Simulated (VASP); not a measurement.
ZnO (zincite):

```xyz
4
Lattice="3.2493 0.0000 0.0000 -1.6247 2.8140 0.0000 0.0000 0.0000 5.2057" Properties=species:S:1:pos:R:3 pbc="T T T"
Zn    1.6247    0.9380    0.0000
Zn    0.0000    1.8760    2.6029
O     0.0000    1.8760    4.5759
O     1.6247    0.9380    1.9730
```

Base run:

| Item | Value |
| --- | --- |
| Program | VASP 6.6.1 |
| Functional | RPBE |
| Dispersion | D3(BJ) |
| Potentials or basis | VASP PAW PBE potentials, release 64 (Zn, O) |
| Cutoff | 520 eV |
| k mesh | 9 × 9 × 5 |
| Occupations | fermi-dirac, width 0.05 eV |
| Spin | no spin polarisation |

Its results: band gap on the k mesh 0.88 eV, direct; pressure -4.4 GPa; largest force 0.093 eV/Å.

Q: The run is repeated on the same cell with these changes: functional from RPBE to BLYP. What comes out?

A: Band gap on the k mesh 0.96 eV, direct; pressure 3.9 GPa; largest force 0.068 eV/Å.

Caveats: the PAW data sets were made with another functional, which shifts forces and pressure a little.

